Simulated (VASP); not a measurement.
# GaP (F-43m) in VASP: a series of runs

The runs below take GaP through single point, with PBE, RPBE+D4, revPBE.

Everything below comes from runs of VASP 6.6.1. Logs are shortened: lines on timing, memory, paths and dates and some standing lists are left out, and cuts for length are marked.

**The experiment to reproduce.**

“Stacking defects in GaP nanowires: Electronic structure and optical properties”, 2018, arxiv:1810.01194 quotes, for a bulk crystal of GaP at 10 K: band gap 2.34 eV (indirect).

The results are compared with them further down.

### 1 The cell of the first run

It takes space group F-43m (No. 216, cubic). Conventional cell: a = 5.451 Å, b = 5.451 Å, c = 5.451 Å, α = 90.00°, β = 90.00°, γ = 90.00°. Ga (site symmetry -43m) has 4 P at 2.36 Å within 3.1 Å. Within 3.1 Å of P (site symmetry -43m) lie 4 Ga at 2.36 Å.

### 2 Single point, PBE

The input, INCAR:

```
SYSTEM = GaP
  PREC = Accurate
  ENCUT = 520
  EDIFF = 1E-7
  ISMEAR = 0
  SIGMA = 0.022
  LREAL = .FALSE.
  LASPH = .TRUE.
  NELM = 100
  ALGO = Normal
  ISIF = 2
  LWAVE = .FALSE.
  LCHARG = .FALSE.
  GGA = PE
  NBANDS = 16
```

The input, KPOINTS:

```
regular mesh
0
G
  8 8 8
  0 0 0
```

The input, POSCAR:

```
GaP
1.0
    0.0000000000      2.7252500000      2.7252500000
    2.7252500000      0.0000000000      2.7252500000
    2.7252500000      2.7252500000      0.0000000000
Ga P
1 1
Direct
    0.0000000000      0.0000000000      0.0000000000
    0.7500000000      0.7500000000      0.7500000000
```

Potentials or basis: VASP PAW PBE potentials, release 64 (Ga_d, P).

Started as:

```bash
$ cat potpaw_PBE.64/Ga_d/POTCAR potpaw_PBE.64/P/POTCAR > POTCAR
$ mpirun -np 1 vasp_std > vasp.out
```

OUTCAR:

```text
SYSTEM = GaP
   PREC = Accurate
   ENCUT = 520
   EDIFF = 1E-7
   ISMEAR = 0
   LREAL = .FALSE.
   LASPH = .TRUE.
   NELM = 100
   ISIF = 2
   GGA = PE

 ion  position               nearest neighbor table
   1  0.000  0.000  0.000-   2 2.36   2 2.36   2 2.36   2 2.36
   2  0.750  0.750  0.750-   1 2.36   1 2.36   1 2.36   1 2.36

  LATTYP: Found a face centered cubic cell.
 ALAT       =     5.4505000000

  Lattice vectors:

 A1 = (   0.0000000000,   2.7252500000,   2.7252500000)
 A2 = (   2.7252500000,   0.0000000000,   2.7252500000)
 A3 = (   2.7252500000,   2.7252500000,   0.0000000000)

Analysis of symmetry for initial positions (statically):
[... 5 lines left out ...]
 face centered cubic supercell.

 Subroutine GETGRP returns: Found 24 space group operations
 (whereof 24 operations were pure point group operations)
 out of a pool of 48 trial point group operations.

The static configuration has the point symmetry T_d .

Analysis of symmetry for dynamics (positions and initial velocities):
[... 5 lines left out ...]
 face centered cubic supercell.

 Subroutine GETGRP returns: Found 24 space group operations
 (whereof 24 operations were pure point group operations)
 out of a pool of 48 trial point group operations.

The dynamic configuration has the point symmetry T_d .

 Subroutine INISYM returns: Found 24 space group operations
 (whereof 24 operations are pure point group operations),
 and found     1 'primitive' translations

----------------------------------------------------------------------------------------

                                     Primitive cell

  volume of cell :      40.4808

  direct lattice vectors                    reciprocal lattice vectors
     0.000000000  2.725250000  2.725250000    -0.183469406  0.183469406  0.183469406
     2.725250000  0.000000000  2.725250000     0.183469406 -0.183469406  0.183469406
     2.725250000  2.725250000  0.000000000     0.183469406  0.183469406 -0.183469406

  length of vectors
     3.854085511  3.854085511  3.854085511     0.317778334  0.317778334  0.317778334

  position of ions in fractional coordinates (direct lattice)
     0.000000000  0.000000000  0.000000000
     0.750000000  0.750000000  0.750000000

  ion indices of the primitive-cell ions
   primitive index   ion index
                 1           1
                 2           2

----------------------------------------------------------------------------------------

 KPOINTS: regular mesh

Automatic generation of k-mesh.
 Grid dimensions read from file:
 generate k-points for:    8    8    8

 Generating k-lattice:

  Cartesian coordinates                     Fractional coordinates (reciprocal lattice)
    -0.022933676  0.022933676  0.022933676     0.125000000  0.000000000  0.000000000
     0.022933676 -0.022933676  0.022933676     0.000000000  0.125000000  0.000000000
     0.022933676  0.022933676 -0.022933676     0.000000000  0.000000000  0.125000000

  Length of vectors
     0.039722292  0.039722292  0.039722292

  Shift w.r.t. Gamma in fractional coordinates (k-lattice)
     0.000000000  0.000000000  0.000000000

 Subroutine IBZKPT returns following result:
 ===========================================

 Found     29 irreducible k-points:

 Following reciprocal coordinates:
            Coordinates               Weight
  0.000000  0.000000  0.000000      1.000000
  0.125000  0.000000  0.000000      8.000000
  0.250000  0.000000  0.000000      8.000000
  0.375000  0.000000  0.000000      8.000000
  0.500000  0.000000  0.000000      4.000000
  0.125000  0.125000  0.000000      6.000000
[... 16 lines left out ...]
  0.500000  0.250000  0.125000     48.000000
 -0.375000  0.250000  0.125000     24.000000
 [... further k-points ...]
   k-points           NKPTS =     29   k-points in BZ     NKDIM =     29   number of bands    NBANDS=     16
   number of dos      NEDOS =    301   number of ions     NIONS =      2
   total plane-waves  NPLWV =  27000
   dimension x,y,z NGX =    30 NGY =   30 NGZ =   30
   dimension x,y,z NGXF=    60 NGYF=   60 NGZF=   60
   ions per type =               1   1
   NGX,Y,Z   is equivalent  to a cutoff of  12.94, 12.94, 12.94 a.u.
   NGXF,Y,Z  is equivalent  to a cutoff of  25.88, 25.88, 25.88 a.u.
 SYSTEM =  GaP
   PREC   = accura    normal or accurate (medium, high low for compatibility)
   ISTART =      0    job   : 0-new  1-cont  2-samecut
   ICHARG =      2    charge: 1-file 2-atom 10-const
   ISPIN  =      1    spin polarized calculation?
   LNONCOLLINEAR =      F non collinear calculations
   LSORBIT =      F    spin-orbit coupling
   LASPH  =      T    aspherical Exc in radial PAW
   ENCUT  =  520.0 eV  38.22 Ry    6.18 a.u.   7.17  7.17  7.17*2*pi/ulx,y,z
   NELM   =    100;   NELMIN=  2; NELMDL= -5     # of ELM steps
   EDIFF  = 0.1E-06   stopping-criterion for ELM
   LREAL  =      F    real-space projection
   EDIFFG = 0.1E-05   stopping-criterion for IOM
   NSW    =      0    number of steps for IOM
   IBRION =     -1    ionic relax: 0-MD 1-quasi-New 2-CG
   NFREE  =      0    steps in history (QN), initial steepest desc. (CG)
   ISIF   =      2    stress and relaxation
   ISYM   =      2    0-nonsym 1-usesym 2-fastsym
   POTIM  = 0.5000    time-step for ionic-motion
   TEBEG  =    0.0;   TEEND  =   0.0 temperature during run
   PSTRESS=    0.0 pullay stress
   NELECT =      18.0000    total number of electrons
   NUPDOWN=      -1.0000    fix difference up-down
   EMIN   =  10.00;   EMAX   =-10.00  energy-range for DOS
   EFERMI =   0.00;   METHOD = LEGACY
   ISMEAR =     0;   SIGMA  =   0.02  broadening in eV -4-tet -1-fermi 0-gaus
   EFERMI_NEDOS =   21; number of points for ismear=-14 and -15
   IALGO  =     38    algorithm
   IMIX   =      4    mixing-type and parameters
     AMIX     =   0.40;   BMIX     =  1.00
     AMIX_MAG =   1.60;   BMIX_MAG =  1.00
  volume/ion in A,a.u.               =      20.24       136.59
  Fermi-wavevector in a.u.,A,eV,Ry     =   1.249538  2.361284 21.243377  1.561344
  Thomas-Fermi vector in A             =   2.383574
   LORBIT       =      0    0 simple, 1 ext, 2 COOP (PROOUT), +10 PAW based schemes
   GGA     = PE    functional components
   LHFCALC =     F    Hartree Fock is set to
   AEXX    =    0.0000 exact exchange contribution
   IVDW    =     0    specifies the selected vdW correction
   LEPSILON=     F    determine dielectric tensor
   LRPA    =     F    only Hartree local field effects (RPA)
 non-spin polarized calculation
 Gauss-broadening in eV      SIGMA  =   0.02
  energy-cutoff  :      520.00
  volume of cell :       40.48
 maximum number of plane-waves:      1106
 NGX is ok and might be reduce to    30
   NGX = 15   NGY = 15   NGZ = 15

 number of electron      17.9999989 magnetization

 Free energy of the ion-electron system (eV)
  ---------------------------------------------------
  ext. energy  EPLUGINS =         0.00000000
  ---------------------------------------------------
  free energy    TOTEN  =        -9.11612143 eV

  energy without entropy =       -9.11612143  energy(sigma->0) =       -9.11612143

 E-fermi :   4.7750     XC(G=0):  -9.8328

 val. band max:        4.6525341634   @ k =   0.0000   0.0000   0.0000
 cond. band min:       6.2942618285   @ k =   0.3750   0.3750   0.0000
 fundamental gap:      1.6417276651
 Fermi energy:         4.7749505293

 k-point     1 :       0.0000    0.0000    0.0000
  band No.  band energies     occupation
      1      -9.8988      2.00000
      2      -9.8988      2.00000
      3      -9.8988      2.00000
      4      -9.7991      2.00000
      5      -9.7991      2.00000
      6      -7.8392      2.00000
[... 8 lines left out ...]
     15      14.4398      0.00000
     16      14.4398      0.00000

 k-point     2 :       0.1250    0.0000    0.0000
  band No.  band energies     occupation
      1      -9.9125      2.00000
      2      -9.8941      2.00000
      3      -9.8941      2.00000
      4      -9.7991      2.00000
      5      -9.7991      2.00000
      6      -7.6368      2.00000
[... 8 lines left out ...]
     15      13.8172      0.00000
     16      14.3550      0.00000

 k-point     3 :       0.2500    0.0000    0.0000
  band No.  band energies     occupation
      1      -9.9426      2.00000
      2      -9.8841      2.00000
      3      -9.8841      2.00000
      4      -9.7978      2.00000
      5      -9.7978      2.00000
      6      -7.0633      2.00000
[... 8 lines left out ...]
     15      13.6347      0.00000
     16      14.5816      0.00000

 k-point     4 :       0.3750    0.0000    0.0000
  band No.  band energies     occupation
      1      -9.9698      2.00000
      2      -9.8764      2.00000
      3      -9.8764      2.00000
      4      -9.7941      2.00000
      5      -9.7941      2.00000
      6      -6.2634      2.00000
[... 8 lines left out ...]
     15      14.8318      0.00000
     16      14.8318      0.00000

 k-point     5 :       0.5000    0.0000    0.0000
  band No.  band energies     occupation
      1      -9.9804      2.00000
      2      -9.8740      2.00000
      3      -9.8740      2.00000
      4      -9.7917      2.00000
      5      -9.7917      2.00000
      6      -5.7732      2.00000
[... 8 lines left out ...]
     15      16.3398      0.00000
     16      16.3398      0.00000

 k-point     6 :       0.1250    0.1250    0.0000
  band No.  band energies     occupation
      1      -9.9213      2.00000
      2      -9.8896      2.00000
      3      -9.8896      2.00000
      4      -9.8032      2.00000
      5      -9.7959      2.00000
      6      -7.5696      2.00000
[... 8 lines left out ...]
     15      14.6842      0.00000
     16      14.7219      0.00000
[... 267 lines left out ...]
 k-point    21 :       0.5000    0.5000    0.0000
  band No.  band energies     occupation
      1     -10.0164      2.00000
      2      -9.8348      2.00000
      3      -9.8336      2.00000
      4      -9.8336      2.00000
      5      -9.7773      2.00000
      6      -4.8738      2.00000
[... 8 lines left out ...]
     15      17.0508      0.00000
     16      17.6512      0.00000

 k-point    22 :       0.3750    0.2500    0.1250
  band No.  band energies     occupation
      1      -9.9658      2.00000
      2      -9.8721      2.00000
      3      -9.8682      2.00000
      4      -9.8099      2.00000
      5      -9.7900      2.00000
      6      -6.5755      2.00000
[... 8 lines left out ...]
     15      15.7742      0.00000
     16      17.0761      0.00000

 k-point    23 :       0.5000    0.2500    0.1250
  band No.  band energies     occupation
      1      -9.9812      2.00000
      2      -9.8684      2.00000
      3      -9.8590      2.00000
      4      -9.8078      2.00000
      5      -9.7901      2.00000
      6      -5.8220      2.00000
[... 8 lines left out ...]
     15      16.1968      0.00000
     16      17.4873      0.00000

 k-point    24 :      -0.3750    0.2500    0.1250
  band No.  band energies     occupation
      1      -9.9869      2.00000
      2      -9.8679      2.00000
      3      -9.8558      2.00000
      4      -9.8042      2.00000
      5      -9.7918      2.00000
      6      -5.3673      2.00000
[... 8 lines left out ...]
     15      16.6576      0.00000
     16      17.1623      0.00000

 [... further k-points ...]
[... 5 lines left out ...]
  --------------------------------------------------------------------------------------
  -------------------------------------------------------------------------------------
  Total        0.6268804      0.6268804      0.6268804      0.0000000      0.0000000      0.0000000
  in kB       24.8111121     24.8111121     24.8111121      0.0000000      0.0000000      0.0000000
  external PRESSURE =      24.8111121 kB  Pullay stress =       0.0000000 kB

 VOLUME and BASIS-vectors are now :
 -----------------------------------------------------------------------------
  energy-cutoff  :      520.00
  volume of cell :       40.48
      direct lattice vectors                 reciprocal lattice vectors
     0.000000000  2.725250000  2.725250000    -0.183469406  0.183469406  0.183469406
     2.725250000  0.000000000  2.725250000     0.183469406 -0.183469406  0.183469406
     2.725250000  2.725250000  0.000000000     0.183469406  0.183469406 -0.183469406

 POSITION                                       TOTAL-FORCE (eV/Angst)
 -----------------------------------------------------------------------------------
      0.00000      0.00000      0.00000        -0.000000     -0.000000     -0.000000
      4.08788      4.08788      4.08788         0.000000      0.000000      0.000000
 -----------------------------------------------------------------------------------
    total drift:                               -0.000002     -0.000002     -0.000002

  FREE ENERGIE OF THE ION-ELECTRON SYSTEM (eV)
  ---------------------------------------------------
  free  energy   TOTEN  =        -9.1161214284 eV

  energy  without entropy=       -9.1161214284  energy(sigma->0) =       -9.11612143
```

It took 20 s on 1 thread of Intel Xeon Platinum 8259CL at 2.50GHz (Skylake/Cascade Lake), shared host; peak memory 0.17 GiB.

Results:

| Quantity | Value |
| --- | --- |
| Free energy | -9.1161 eV |
| Pressure | 2.5 GPa |
| Band gap on the k mesh | 1.64 eV, indirect (least direct gap 1.83 eV) |

### 3 Single point, PBE

The input, INCAR:

```
ALGO = Normal
EDIFF = 1E-6
ENCUT = 520
GGA = PE
ISIF = 2
ISMEAR = 0
LASPH = True
LCHARG = True
LELF = True
LREAL = False
LVHAR = True
LWAVE = False
NBANDS = 16
NELM = 100
PREC = Accurate
SIGMA = 0.02
```

The input, KPOINTS:

```
k-points
0
Gamma
  8 8 8
```

POSCAR is that of step 2.

Potentials or basis: VASP PAW PBE potentials, release 64 (Ga_d, P).

Started as:

```bash
$ cat potpaw_PBE.64/Ga_d/POTCAR potpaw_PBE.64/P/POTCAR > POTCAR
$ mpirun -np 1 vasp_std > vasp.out
```

It took 19 s on 1 thread of Intel Xeon Platinum 8259CL at 2.50GHz (Skylake/Cascade Lake), shared host; peak memory 0.17 GiB.

Results (log left out):

| Quantity | Value |
| --- | --- |
| Free energy | -9.1161 eV |
| Pressure | 2.4 GPa |
| Band gap on the k mesh | 1.64 eV, indirect (least direct gap 1.83 eV) |

Levels at points of the mesh, in eV from the valence-band top:
```csv
k point,band 6,band 7,band 8,band 9,band 10,band 11,band 12,band 13
"(0.00, 0.00, 0.00)",-12.49,0.00,0.00,0.00,1.83,3.89,3.89,3.89
"(0.50, 0.00, 0.00)",-10.43,-6.63,-1.12,-1.12,1.67,4.72,4.72,8.29
"(0.50, 0.50, 0.00)",-9.53,-6.75,-2.68,-2.68,1.65,1.82,10.60,10.60
```

(Part 1 of 2 ends here.)
